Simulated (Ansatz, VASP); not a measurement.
## ZnSe, level by level in two programs

```
CELL_PARAMETERS angstrom
0.00000 2.87109 2.87109
2.87109 0.00000 2.87109
2.87109 2.87109 0.00000
ATOMIC_POSITIONS crystal
Se 0.75000 0.75000 0.75000
Zn 0.00000 0.00000 0.00000
```

Single points on this cell with VASP 6.6.1 and Ansatz 0.2.0. Each row is one pair of runs. Alike in all rows: spin: off; smearing: fermi-dirac, width 0.05 eV.

```csv
level,k mesh,"VASP's potentials, cutoff","Ansatz's potentials, cutoff","gap on the k mesh at the Fermi level (eV), VASP","gap on the k mesh at the Fermi level (eV), Ansatz","least direct gap on the mesh (eV), VASP","least direct gap on the mesh (eV), Ansatz","pressure (GPa), VASP","pressure (GPa), Ansatz"
r2SCAN50,4 × 4 × 4,"VASP PAW PBE potentials, release 64 (Se, Zn), 520 eV","Ansatz PAW, 500 eV",4.93,4.86,4.93,4.86,-3.0,-2.5
HSE06,4 × 4 × 4,"VASP PAW PBE potentials, release 64 (Se, Zn), 520 eV","Ansatz PAW, 420 eV",2.25,2.26,2.25,2.26,-1.0,-1.0
"b88 exchange, pbe correlation",8 × 8 × 8,"VASP PAW PBE potentials, release 64 (Se, Zn), 500 eV","Ansatz PAW, 420 eV",1.13,1.13,1.13,1.13,-0.2,-0.4
r2SCAN,8 × 8 × 8,"VASP PAW PBE potentials, release 64 (Se, Zn), 520 eV","Ansatz PAW, 500 eV",1.70,1.70,1.70,1.70,-2.3,-2.4
```

Gap on the k mesh at the fermi level (eV): the two programs differ by at most 0.067; least direct gap on the mesh (eV): the two programs differ by at most 0.067; pressure (GPa): the two programs differ by at most 0.47.

VASP's potentials hold 18 valence electrons a cell and Ansatz's 28, so a difference there can come from the potentials and not from the codes.

The k mesh is coarse in some rows, so the values compare programs but aren't converged.
